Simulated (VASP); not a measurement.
CsSnBr3:

```xyz
5
Lattice="5.8411 0.0000 0.0000 0.0000 5.8411 0.0000 0.0000 0.0000 5.8411" Properties=species:S:1:pos:R:3 pbc="T T T"
Cs    0.0000    0.0000    0.0000
Sn    2.9206    2.9206    2.9206
Br    2.9206    2.9206    0.0000
Br    2.9206    0.0000    2.9206
Br    0.0000    2.9206    2.9206
```

Base run:

```yaml
Program: VASP 6.6.1
Functional: r2SCAN
Potentials_or_basis: VASP PAW PBE potentials, release 64 (Cs_sv, Sn_d, Br)
Cutoff: 550 eV
k_mesh: 4 × 4 × 4
Occupations: gaussian, width 0.01 eV
Spin: no spin polarisation
```

Its results: band gap on the k mesh 0.69 eV, direct; pressure 0.0 GPa.

Q: The run is repeated on the same cell with these changes: functional from r2SCAN to LDA; potentials or basis from VASP PAW PBE potentials, release 64 (Cs_sv, Sn_d, Br) to VASP PAW LDA potentials, release 64 (Cs_sv, Sn_d, Br); cutoff from 550 eV to 500 eV. What comes out?

A: Band gap on the k mesh 0.41 eV, direct; pressure -1.7 GPa.

Caveats: spin-orbit coupling is left out, which moves the levels of the heavy elements; the PAW data sets were made with another functional, which shifts forces and pressure a little (some runs).

A k mesh can miss the band edges.
